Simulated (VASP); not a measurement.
Wanted: the native input for a VASP 6.6.1 run.

```yaml
Task: single point
Functional: PBE
Potentials_or_basis: VASP PAW PBE potentials, release 64 (Zn, O)
Cutoff: 520 eV
k_mesh: 12 × 12 × 6
Occupations: fermi-dirac, width 0.02 eV
Spin: no spin polarisation
Dipole_correction: no
Further_INCAR_settings: ALGO = Normal; EDIFF = 1e-06; NBANDS = 26
```

The structure of ZnO lies in POSCAR:

```
ZnO
1.0
    3.2353408614      0.0000000000      0.0000000000
   -1.6176704307      2.8018873759      0.0000000000
    0.0000000000      0.0000000000      5.2109518227
Zn O
2 2
Direct
    0.3333333333      0.6666666667     -0.0023477534
    0.6666666667      0.3333333333      0.4976522466
    0.3333333333      0.6666666667      0.3773477534
    0.6666666667      0.3333333333      0.8773477534
```

One way to write it, as run:

INCAR

```
SYSTEM = ZnO
ALGO = Normal
EDIFF = 1E-6
ENCUT = 520
GGA = PE
ISIF = 2
ISMEAR = -1
LASPH = .True.
LCHARG = .False.
LREAL = .False.
LWAVE = .False.
NBANDS = 26
NELM = 60
PREC = Accurate
SIGMA = 0.02
```

KPOINTS

```
k-points
0
Gamma
  12 12 6
  0 0 0
```

Potentials or basis: VASP PAW PBE potentials, release 64 (Zn, O).

Command:

```bash
$ cat potpaw_PBE.64/Zn/POTCAR potpaw_PBE.64/O/POTCAR > POTCAR
$ mpirun -np 1 vasp_std > vasp.out
```

Results of the run:

```
Pressure               : 7.2 GPa
Largest force          : 0.003 eV/Å
Band gap on the k mesh : 0.79 eV, direct
```

It took 39 s on 1 thread of Intel(R) Xeon(R) Platinum 8488C (Sapphire Rapids) (shared host), peak memory 0.2 GiB.
